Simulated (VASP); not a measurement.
Sc2AlF3, 6 atoms in the cell. It takes space group P6/mmm (No. 191, hexagonal). Conventional cell: a = 4.401 Å, b = 4.401 Å, c = 6.028 Å, α = 90.00°, β = 90.00°, γ = 120.00°. Within 3.4 Å of Sc (site symmetry -6m2) lie 3 Al at 2.54 Å and 3 Sc at 2.54 Å and 2 F at 3.01 Å. Within 3.4 Å of Al (site symmetry 6/mmm) lie 6 Sc at 2.54 Å and 2 F at 3.01 Å. F (site symmetry -6m2) has 6 F at 2.54 Å and 2 Sc at 3.01 Å within 3.4 Å. F (site symmetry 6/mmm) has 6 F at 2.54 Å and 2 Al at 3.01 Å within 3.4 Å. The cell was built from a structure type or drawn by symmetry, and may not be a known phase.

- Program: VASP 6.6.1
- Task: single point
- Functional: PBE
- Potentials or basis: VASP PAW PBE potentials, release 64 (Sc_sv, Al, F)
- Cutoff: 520 eV
- k mesh: 6 × 6 × 4
- Occupations: gaussian, width 0.1 eV
- Spin: no spin polarisation
- Dipole correction: no
- Further INCAR settings: ALGO = Normal; EDIFF = 1e-06; NBANDS = 32

Potentials or basis: VASP PAW PBE potentials, release 64 (Sc_sv, Al, F).

Launch:

```console
$ cat potpaw_PBE.64/Sc_sv/POTCAR potpaw_PBE.64/Al/POTCAR potpaw_PBE.64/F/POTCAR > POTCAR
$ mpirun -np 1 vasp_std > vasp.out
```

Hardware: 1 thread of AMD EPYC 7R13, on a shared host.

Task: How long does it take, and how much memory?

Result: Wall time 5.3 min on 1 thread of AMD EPYC 7R13, with other jobs on the host, peak memory 0.23 GiB. Counts: scf iterations 22, k points 21.
